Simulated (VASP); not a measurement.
# Al (P6_3/mmc) in VASP: a series of runs, part 2 of 2

VASP 6.6.1.

## Step 3: Relaxation of cell and atoms, PBEsol, target pressure 20 GPa, at which the enthalpy is minimised

Input file INCAR:

```
PREC = Accurate
ENCUT = 600
EDIFF = 1E-7
ISMEAR = -1
SIGMA = 0.05
LREAL = F
LASPH = T
NELM = 100
ALGO = Normal
ISIF = 3
LWAVE = F
LCHARG = F
GGA = PS
IBRION = 2
NSW = 60
EDIFFG = -0.01
PSTRESS = 200.0
```

Input file KPOINTS:

```
regular mesh
0
Gamma
  11 11 3
```

Input file POSCAR:

```
Al
1.0
    2.8270770242      0.0000000000      0.0000000000
   -1.4135385121      2.4483205214      0.0000000000
    0.0000000000      0.0000000000      9.1859930700
Al
4
Direct
    0.6666666667      0.3333333333      0.7500000000
    0.0000000000      0.0000000000      0.5000000000
    0.3333333333      0.6666666667      0.2500000000
    0.0000000000      0.0000000000      0.0000000000
```

Potentials or basis: VASP PAW PBE potentials, release 64 (Al).

On the command line:

```bash
$ cat potpaw_PBE.64/Al/POTCAR > POTCAR
$ mpirun -np 1 vasp_std > vasp.out
```

OUTCAR:

```text
PREC = Accurate
   ENCUT = 600
   EDIFF = 1E-7
   ISMEAR = -1
   LREAL = F
   LASPH = T
   NELM = 100
   ISIF = 3
   GGA = PS
   IBRION = 2
   NSW = 60
   EDIFFG = -0.01
   PSTRESS = 200.0

 ion  position               nearest neighbor table
   1  0.667  0.333  0.750-   2 2.82   4 2.82   2 2.82   4 2.82   2 2.82   4 2.82
   2  0.000  0.000  0.500-   1 2.82   3 2.82   3 2.82   1 2.82   1 2.82   3 2.82
   3  0.333  0.667  0.250-   2 2.82   4 2.82   2 2.82   4 2.82   2 2.82   4 2.82
   4  0.000  0.000  0.000-   1 2.82   3 2.82   3 2.82   1 2.82   1 2.82   3 2.82

  LATTYP: Found a hexagonal cell.
 ALAT       =     2.8270770242
 C/A-ratio  =     3.2492899880

  Lattice vectors:

 A1 = (   2.8270770242,   0.0000000000,   0.0000000000)
 A2 = (  -1.4135385121,   2.4483205214,   0.0000000000)
 A3 = (   0.0000000000,   0.0000000000,   9.1859930700)

Analysis of symmetry for initial positions (statically):
[... 188 lines left out ...]

 k-point     1 :       0.0000    0.0000    0.0000
  band No.  band energies     occupation
      1      -3.0474      2.00000
      2      -1.3051      2.00000
      3      -1.3045      2.00000
      4       3.6293      2.00000
      5       3.9796      2.00000
      6      11.9467      0.00000
      7      11.9599      0.00000
      8      19.2014      0.00000
      9      19.2040      0.00000
     10      19.3600      0.00000
[... 498 lines left out ...]
--------------------------------------- Ionic step        6  -------------------------------------------

 number of electron      12.0000000 magnetization

 Free energy of the ion-electron system (eV)
  ---------------------------------------------------
  ext. energy  EPLUGINS =         0.00000000
  ---------------------------------------------------
  free energy    TOTEN  =       -15.81205574 eV

  energy without entropy =      -15.80181241  energy(sigma->0) =      -15.80693408

 E-fermi :  10.0853     XC(G=0): -10.9525

 val. band max:       10.0349356646   @ k =   0.3636   0.0000   0.0000
 cond. band min:      10.1502986769   @ k =   0.3636   0.0909   0.3333
 fundamental gap:      0.1153630123
 Fermi energy:        10.0852635996

 k-point     1 :       0.0000    0.0000    0.0000
  band No.  band energies     occupation
      1      -2.4531      2.00000
      2      -0.5654      2.00000
      3      -0.5614      2.00000
      4       4.6282      2.00000
      5       5.2929      2.00000
      6      13.7115      0.00000
      7      13.7258      0.00000
      8      22.1419      0.00000
      9      22.1419      0.00000
     10      22.2229      0.00000
[... 334 lines left out ...]
  energy  without entropy=      -15.8018124108  energy(sigma->0) =      -15.80693408

  enthalpy is  TOTEN    =        -8.9654822080 eV   P V=        6.8465735315

 reached required accuracy - stopping structural energy minimisation
```

CONTCAR:

```text
Al
   1.00000000000000
     2.6814069138920176    0.0000000000000000    0.0000000000000000
    -1.3407034569460088    2.3221665053000851   -0.0000000000000000
     0.0000000000000000    0.0000000000000000    8.8084152903228627
  Al
     4
Direct
     0.6666666667000030    0.3333333332999970    0.7500000000000000
     0.0000000000000000    1.0000000000000000    0.5000000000000000
     0.3333333332999970    0.6666666667000030    0.2500000000000000
     0.0000000000000000    1.0000000000000000    0.0000000000000000

  0.00000000E+00  0.00000000E+00  0.00000000E+00
  0.00000000E+00  0.00000000E+00  0.00000000E+00
  0.00000000E+00  0.00000000E+00  0.00000000E+00
  0.00000000E+00  0.00000000E+00  0.00000000E+00
```

Wall time 32 s (1 thread of Intel Xeon 6975P-C (Granite Rapids), shared host); peak memory 0.2 GiB.

Results:

| Property | Result |
| --- | --- |
| Free energy | -15.8121 eV |
| Relaxed volume | 13.71 Å³/atom |
| Relaxed cell | a = 2.681 Å, b = 2.681 Å, c = 8.808 Å, α = 90.00°, β = 90.00°, γ = 120.00° |
| Space group after relaxing (to 0.05 Å) | P6_3/mmc (No. 194) |
| Energy change on relaxing (the enthalpy is what falls) | +134.5 meV/atom |
| Ionic steps | 6 |
| Pressure after relaxing | 20.1 GPa |
| Band gap on the k mesh | zero (band 6 reaches 14.13 eV, above the bottom of band 7 at 8.10 eV) |

The path:
```
step  energy change (eV)  largest force (eV/Å)  pressure (GPa)  volume (Å³)
   1              0.0000                0.0000            2.02        63.58
   2              1.7708                0.0000           44.80        48.54
   3              0.5195                0.0000           19.63        55.00
   4              0.5397                0.0000           20.10        54.84
   5              0.5379                0.0000           20.10        54.85
   6              0.5379                0.0000           20.10        54.85
```

Final structure:
```cif
data_structure
_symmetry_space_group_name_H-M 'P 1'
_symmetry_Int_Tables_number 1
_cell_length_a 2.6814
_cell_length_b 2.6814
_cell_length_c 8.8084
_cell_angle_alpha 90.000
_cell_angle_beta 90.000
_cell_angle_gamma 120.000
_cell_volume 54.85
loop_
_atom_site_label
_atom_site_type_symbol
_atom_site_fract_x
_atom_site_fract_y
_atom_site_fract_z
_atom_site_occupancy
Al1 Al 0.66667 0.33333 0.75000 1
Al2 Al 0.00000 0.00000 0.50000 1
Al3 Al 0.33333 0.66667 0.25000 1
Al4 Al 0.00000 0.00000 0.00000 1
```

Caveat: the cell is relaxed towards a set pressure, so the enthalpy falls and the energy may rise; the PAW data sets were made with another functional, which shifts forces and pressure a little.

## Step 4: Relaxation of cell and atoms, PBEsol, target pressure 30 GPa, at which the enthalpy is minimised

Input file INCAR:

```
ALGO     = Normal         # electronic algorithm
EDIFF    = 1E-6           # SCF threshold, eV
EDIFFG   = -0.01          # ionic threshold
ENCUT    = 600            # plane-wave cutoff, eV
GGA      = PS             # functional
IBRION   = 2              # ionic algorithm
ISIF     = 3              # what is computed and relaxed
ISMEAR   = -1             # smearing method
LASPH    = T              # aspherical terms in the spheres
LCHARG   = F              # write CHGCAR
LREAL    = F              # projectors in reciprocal space
LWAVE    = F              # write WAVECAR
NELM     = 80             # most SCF steps
NSW      = 60             # ionic steps
PREC     = Accurate       # precision mode
PSTRESS  = 300.0        
SIGMA    = 0.05           # smearing width, eV
```

Input file KPOINTS:

```
k-points
0
Gamma
  11 11 3
```

POSCAR is that of step 3.

On the command line:

```bash
$ cat potpaw_PBE.64/Al/POTCAR > POTCAR
$ mpirun -np 1 vasp_std > vasp.out
```

It took 42 s on 1 thread of Intel Xeon 6975P-C (Granite Rapids), shared host; peak memory 0.2 GiB.

Results (log left out):

* Free energy: -15.3533 eV
* Relaxed volume: 12.97 Å³/atom
* Relaxed cell: a = 2.633 Å, b = 2.633 Å, c = 8.640 Å, α = 90.00°, β = 90.00°, γ = 120.00°
* Space group after relaxing (to 0.05 Å): P6_3/mmc (No. 194)
* Energy change on relaxing (the enthalpy is what falls): +249.2 meV/atom
* Ionic steps: 9
* Pressure after relaxing: 30.0 GPa
* Band gap on the k mesh: zero (band 6 reaches 14.94 eV, above the bottom of band 7 at 8.76 eV)

The path:
```csv
step,energy change (eV),largest force (eV/Å),pressure (GPa),volume (Å³)
1,0.0000,0.0000,2.02,63.58
2,4.8386,0.0000,96.82,41.30
3,0.9027,0.0000,28.04,52.41
4,0.9808,0.0000,29.65,51.98
5,1.0213,0.0000,30.48,51.76
6,0.9722,0.0000,29.51,52.02
7,0.9877,0.0000,29.82,51.94
8,1.0030,0.0000,30.13,51.85
9,0.9967,0.0000,30.00,51.89
```

Final structure:
```
CELL_PARAMETERS angstrom
2.63329 0.00000 0.00000
-1.31665 2.28050 0.00000
0.00000 0.00000 8.64035
ATOMIC_POSITIONS crystal
Al 0.66667 0.33333 0.75000
Al 0.00000 0.00000 0.50000
Al 0.33333 0.66667 0.25000
Al 0.00000 0.00000 0.00000
```

Levels at points of the mesh, in eV from the Fermi level:
| k point | band 1 | band 2 | band 3 | band 4 | band 5 | band 6 | band 7 | band 8 | band 9 | band 10 |
| --- | --- | --- | --- | --- | --- | --- | --- | --- | --- | --- |
| (0.00, 0.00, 0.00) | -12.96 | -11.00 | -11.00 | -5.68 | -4.86 | 3.77 | 3.79 | 12.39 | 12.39 | 12.56 |

Caveat: the cell is relaxed towards a set pressure, so the enthalpy falls and the energy may rise; the volume moved by over 15 % at a fixed basis, so the end points are rough; the PAW data sets were made with another functional, which shifts forces and pressure a little.

## Step 5: Summary

| cell | gap on the mesh (eV) | pressure (GPa) |
| --- | --- | --- |
| relaxed to 10 GPa | none | 10.1 |
| relaxed to 20 GPa | none | 20.1 |
| relaxed to 30 GPa | none | 30.0 |

Alike in all rows: task relaxation of cell and atoms; level PBEsol; potentials or basis VASP PAW PBE potentials, release 64 (Al); no spin polarisation; k mesh 11 × 11 × 3; cutoff (eV) 600; smearing fermi-dirac 0.05 eV.

Caveats: the cell is relaxed towards a set pressure, so the enthalpy falls and the energy may rise; the PAW data sets were made with another functional, which shifts forces and pressure a little; the volume moved by over 15 % at a fixed basis, so the end points are rough (some runs).

Absolute energies hang on the potentials; compare differences alone.
